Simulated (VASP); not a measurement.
# Ir (Fm-3m) in VASP: single point with PBE

Aim: the single point of Ir with PBE.

Program: VASP 6.6.1. These are calculated values, not measurements. Logs are shortened: lines on timing, memory, paths and dates and some standing lists are left out, and cuts for length are marked.

**1. The cell of the first run**

It takes space group Fm-3m (No. 225, cubic). The conventional cell has a = 3.889 Å, b = 3.889 Å, c = 3.889 Å, α = 90.00°, β = 90.00°, γ = 90.00°. Within 3.6 Å of Ir (site symmetry m-3m) lie 12 Ir at 2.75 Å.

**2. Single point, PBE**

File INCAR:

```
ALGO = Fast ; EDIFF = 1E-6
ENCUT = 520 ; GGA = PE
ISIF = 2 ; ISMEAR = 0
LASPH = T ; LCHARG = T
LELF = T ; LREAL = F
LVHAR = T ; LWAVE = F
NBANDS = 10 ; NELM = 100
PREC = Accurate ; SIGMA = 0.1
```

File KPOINTS:

```
k-points
0
Gamma
  8 8 8
```

File POSCAR:

```
Ir
1.0
    0.0000000000      1.9445197586      1.9445197586
    1.9445197586      0.0000000000      1.9445197586
    1.9445197586      1.9445197586      0.0000000000
Ir
1
Direct
    0.0000000000      0.0000000000      0.0000000000
```

Potentials or basis: VASP PAW PBE potentials, release 64 (Ir).

The run is started by

```bash
cat potpaw_PBE.64/Ir/POTCAR > POTCAR
mpirun -np 1 vasp_std > vasp.out
```

OUTCAR:

```text
EDIFF = 1E-6
   ENCUT = 520
   GGA = PE
   ISIF = 2
   ISMEAR = 0
   LASPH = T
   LREAL = F
   NELM = 100
   PREC = Accurate

 ion  position               nearest neighbor table
   1  0.000  0.000  0.000-

  LATTYP: Found a face centered cubic cell.
 ALAT       =     3.8890395172

  Lattice vectors:

 A1 = (   0.0000000000,   1.9445197586,   1.9445197586)
 A2 = (   1.9445197586,   0.0000000000,   1.9445197586)
 A3 = (   1.9445197586,   1.9445197586,   0.0000000000)

Analysis of symmetry for initial positions (statically):
=====================================================================
 Subroutine PRICEL returns:
 Original cell was already a primitive cell.

 Routine SETGRP: Setting up the symmetry group for a
 face centered cubic supercell.

 Subroutine GETGRP returns: Found 48 space group operations
 (whereof 48 operations were pure point group operations)
 out of a pool of 48 trial point group operations.

The static configuration has the point symmetry O_h .

Analysis of symmetry for dynamics (positions and initial velocities):
=====================================================================
 Subroutine PRICEL returns:
 Original cell was already a primitive cell.

 Routine SETGRP: Setting up the symmetry group for a
 face centered cubic supercell.

 Subroutine GETGRP returns: Found 48 space group operations
 (whereof 48 operations were pure point group operations)
 out of a pool of 48 trial point group operations.

The dynamic configuration has the point symmetry O_h .

 Subroutine INISYM returns: Found 48 space group operations
 (whereof 48 operations are pure point group operations),
 and found     1 'primitive' translations

----------------------------------------------------------------------------------------

                                     Primitive cell

  volume of cell :      14.7051

  direct lattice vectors                    reciprocal lattice vectors
     0.000000000  1.944519759  1.944519759    -0.257132898  0.257132898  0.257132898
     1.944519759  0.000000000  1.944519759     0.257132898 -0.257132898  0.257132898
     1.944519759  1.944519759  0.000000000     0.257132898  0.257132898 -0.257132898

  length of vectors
     2.749966215  2.749966215  2.749966215     0.445367243  0.445367243  0.445367243

  position of ions in fractional coordinates (direct lattice)
     0.000000000  0.000000000  0.000000000

  ion indices of the primitive-cell ions
   primitive index   ion index
                 1           1

----------------------------------------------------------------------------------------

 KPOINTS: k-points

Automatic generation of k-mesh.
 Grid dimensions read from file:
 generate k-points for:    8    8    8

 Generating k-lattice:

  Cartesian coordinates                     Fractional coordinates (reciprocal lattice)
    -0.032141612  0.032141612  0.032141612     0.125000000  0.000000000  0.000000000
     0.032141612 -0.032141612  0.032141612     0.000000000  0.125000000  0.000000000
     0.032141612  0.032141612 -0.032141612     0.000000000  0.000000000  0.125000000

  Length of vectors
     0.055670905  0.055670905  0.055670905

  Shift w.r.t. Gamma in fractional coordinates (k-lattice)
     0.000000000  0.000000000  0.000000000

 Subroutine IBZKPT returns following result:
 ===========================================

 Found     29 irreducible k-points:

 Following reciprocal coordinates:
            Coordinates               Weight
  0.000000  0.000000  0.000000      1.000000
  0.125000  0.000000  0.000000      8.000000
  0.250000  0.000000  0.000000      8.000000
  0.375000  0.000000  0.000000      8.000000
  0.500000  0.000000  0.000000      4.000000
  0.125000  0.125000  0.000000      6.000000
[... 16 lines left out ...]
  0.500000  0.250000  0.125000     48.000000
 -0.375000  0.250000  0.125000     24.000000
 [... further k-points ...]
   k-points           NKPTS =     29   k-points in BZ     NKDIM =     29   number of bands    NBANDS=     10
   number of dos      NEDOS =    301   number of ions     NIONS =      1
   total plane-waves  NPLWV =   8000
   dimension x,y,z NGX =    20 NGY =   20 NGZ =   20
   dimension x,y,z NGXF=    40 NGYF=   40 NGZF=   40
   ions per type =               1
   NGX,Y,Z   is equivalent  to a cutoff of  12.09, 12.09, 12.09 a.u.
   NGXF,Y,Z  is equivalent  to a cutoff of  24.18, 24.18, 24.18 a.u.
 SYSTEM =  unknown system
   PREC   = accura    normal or accurate (medium, high low for compatibility)
   ISTART =      0    job   : 0-new  1-cont  2-samecut
   ICHARG =      2    charge: 1-file 2-atom 10-const
   ISPIN  =      1    spin polarized calculation?
   LNONCOLLINEAR =      F non collinear calculations
   LSORBIT =      F    spin-orbit coupling
   LASPH  =      T    aspherical Exc in radial PAW
   ENCUT  =  520.0 eV  38.22 Ry    6.18 a.u.   5.11  5.11  5.11*2*pi/ulx,y,z
   NELM   =    100;   NELMIN=  2; NELMDL= -5     # of ELM steps
   EDIFF  = 0.1E-05   stopping-criterion for ELM
   LREAL  =      F    real-space projection
   EDIFFG = 0.1E-04   stopping-criterion for IOM
   NSW    =      0    number of steps for IOM
   IBRION =     -1    ionic relax: 0-MD 1-quasi-New 2-CG
   NFREE  =      0    steps in history (QN), initial steepest desc. (CG)
   ISIF   =      2    stress and relaxation
   ISYM   =      2    0-nonsym 1-usesym 2-fastsym
   POTIM  = 0.5000    time-step for ionic-motion
   TEBEG  =    0.0;   TEEND  =   0.0 temperature during run
   PSTRESS=    0.0 pullay stress
   NELECT =       9.0000    total number of electrons
   NUPDOWN=      -1.0000    fix difference up-down
   EMIN   =  10.00;   EMAX   =-10.00  energy-range for DOS
   EFERMI =   0.00;   METHOD = LEGACY
   ISMEAR =     0;   SIGMA  =   0.10  broadening in eV -4-tet -1-fermi 0-gaus
   EFERMI_NEDOS =   21; number of points for ismear=-14 and -15
   IALGO  =     68    algorithm
   IMIX   =      4    mixing-type and parameters
     AMIX     =   0.40;   BMIX     =  1.00
     AMIX_MAG =   1.60;   BMIX_MAG =  1.00
  volume/ion in A,a.u.               =      14.71        99.23
  Fermi-wavevector in a.u.,A,eV,Ry     =   1.389953  2.626629 26.286022  1.931968
  Thomas-Fermi vector in A             =   2.513934
   LORBIT       =      0    0 simple, 1 ext, 2 COOP (PROOUT), +10 PAW based schemes
   GGA     = PE    functional components
   LHFCALC =     F    Hartree Fock is set to
   AEXX    =    0.0000 exact exchange contribution
   IVDW    =     0    specifies the selected vdW correction
   LEPSILON=     F    determine dielectric tensor
   LRPA    =     F    only Hartree local field effects (RPA)
 non-spin polarized calculation
 RMM-DIIS sequential band-by-band and
 Gauss-broadening in eV      SIGMA  =   0.10
  energy-cutoff  :      520.00
  volume of cell :       14.71
 maximum number of plane-waves:       415
   NGX = 11   NGY = 11   NGZ = 11

 number of electron       9.0000000 magnetization

 Free energy of the ion-electron system (eV)
  ---------------------------------------------------
  ext. energy  EPLUGINS =         0.00000000
  ---------------------------------------------------
  free energy    TOTEN  =        -8.78091614 eV

  energy without entropy =       -8.77188653  energy(sigma->0) =       -8.77640134

 E-fermi :   9.7961     XC(G=0): -13.7577

 val. band max:        9.7526935458   @ k =  -0.3750   0.1250   0.0000
 cond. band min:       9.8153351804   @ k =  -0.3750   0.2500   0.0000
 fundamental gap:      0.0626416346
 Fermi energy:         9.7960775058

 k-point     1 :       0.0000    0.0000    0.0000
  band No.  band energies     occupation
      1      -0.9601      2.00000
      2       6.0846      2.00000
      3       6.0846      2.00000
      4       6.0846      2.00000
      5       8.6228      2.00000
      6       8.6228      2.00000
      7      24.1277      0.00000
      8      29.5063      0.00000
      9      29.5063      0.00000
     10      29.5063      0.00000

 k-point     2 :       0.1250    0.0000    0.0000
  band No.  band energies     occupation
      1      -0.3139      2.00000
      2       5.7847      2.00000
      3       6.3350      2.00000
      4       6.3350      2.00000
      5       8.4923      2.00000
      6       8.4923      2.00000
      7      25.1629      0.00000
      8      26.9407      0.00000
      9      30.5503      0.00000
     10      30.5503      0.00000

 k-point     3 :       0.2500    0.0000    0.0000
  band No.  band energies     occupation
      1       1.1851      2.00000
      2       5.5959      2.00000
      3       6.5083      2.00000
      4       6.5083      2.00000
      5       8.7994      2.00000
      6       8.7994      2.00000
      7      23.3643      0.00000
      8      26.3075      0.00000
      9      32.9900      0.00000
     10      32.9911      0.00000

 k-point     4 :       0.3750    0.0000    0.0000
  band No.  band energies     occupation
      1       2.0029      2.00000
      2       6.1804      2.00000
      3       6.1804      2.00000
      4       7.2064      2.00000
      5       9.9336      0.05184
      6       9.9336      0.05184
      7      19.3223      0.00000
      8      24.5130      0.00000
      9      30.7694      0.00000
     10      30.7694      0.00000
[... 222 lines left out ...]
 k-point    22 :       0.3750    0.2500    0.1250
  band No.  band energies     occupation
      1       2.5376      2.00000
      2       4.5278      2.00000
      3       6.0177      2.00000
      4       7.9913      2.00000
      5       8.0562      2.00000
      6      10.4842      0.00000
      7      23.7569      0.00000
      8      26.2626      0.00000
      9      28.0419      0.00000
     10      30.1506      0.00000

 k-point    23 :       0.5000    0.2500    0.1250
  band No.  band energies     occupation
      1       3.4253      2.00000
      2       5.0435      2.00000
      3       5.4051      2.00000
      4       7.6245      2.00000
      5       9.6061      1.99278
      6      12.4574      0.00000
      7      19.6670      0.00000
      8      24.8125      0.00000
      9      26.3114      0.00000
     10      30.7751      0.00000

 k-point    24 :      -0.3750    0.2500    0.1250
  band No.  band energies     occupation
      1       3.4605      2.00000
      2       4.8287      2.00000
      3       6.3346      2.00000
      4       7.3273      2.00000
      5      10.2861      0.00000
      6      14.7383      0.00000
      7      16.1054      0.00000
      8      25.1854      0.00000
      9      25.2360      0.00000
     10      29.2498      0.00000

 [... further k-points ...]
[... 5 lines left out ...]
  --------------------------------------------------------------------------------------
  -------------------------------------------------------------------------------------
  Total       -0.2868923     -0.2868923     -0.2868923      0.0000000      0.0000000      0.0000000
  in kB      -31.2580821    -31.2580821    -31.2580821      0.0000000      0.0000000      0.0000000
  external PRESSURE =     -31.2580821 kB  Pullay stress =       0.0000000 kB

 VOLUME and BASIS-vectors are now :
 -----------------------------------------------------------------------------
  energy-cutoff  :      520.00
  volume of cell :       14.71
      direct lattice vectors                 reciprocal lattice vectors
     0.000000000  1.944519759  1.944519759    -0.257132898  0.257132898  0.257132898
     1.944519759  0.000000000  1.944519759     0.257132898 -0.257132898  0.257132898
     1.944519759  1.944519759  0.000000000     0.257132898  0.257132898 -0.257132898

 POSITION                                       TOTAL-FORCE (eV/Angst)
 -----------------------------------------------------------------------------------
      0.00000      0.00000      0.00000        -0.000000     -0.000000      0.000000
 -----------------------------------------------------------------------------------
    total drift:                               -0.000000     -0.000000     -0.000000

  FREE ENERGIE OF THE ION-ELECTRON SYSTEM (eV)
  ---------------------------------------------------
  free  energy   TOTEN  =        -8.7809161414 eV

  energy  without entropy=       -8.7718865310  energy(sigma->0) =       -8.77640134
```

It took 13 s on 1 thread of AMD EPYC 7R13, shared host; peak memory 0.1 GiB.

What came out:

- Free energy: -8.7809 eV
- Pressure: -3.1 GPa

Levels at points of the mesh, in eV from the Fermi level:
```
           k point  band 2  band 3  band 4  band 5  band 6  band 7
(0.00, 0.00, 0.00)   -3.71   -3.71   -3.71   -1.17   -1.17   14.33
(0.50, 0.00, 0.00)   -3.80   -3.80   -0.70    0.79    0.79    6.83
(0.50, 0.50, 0.00)   -6.98    0.76    1.32    1.32    1.65    9.95
```

Caveat: spin-orbit coupling is left out, which moves the levels of the heavy elements.
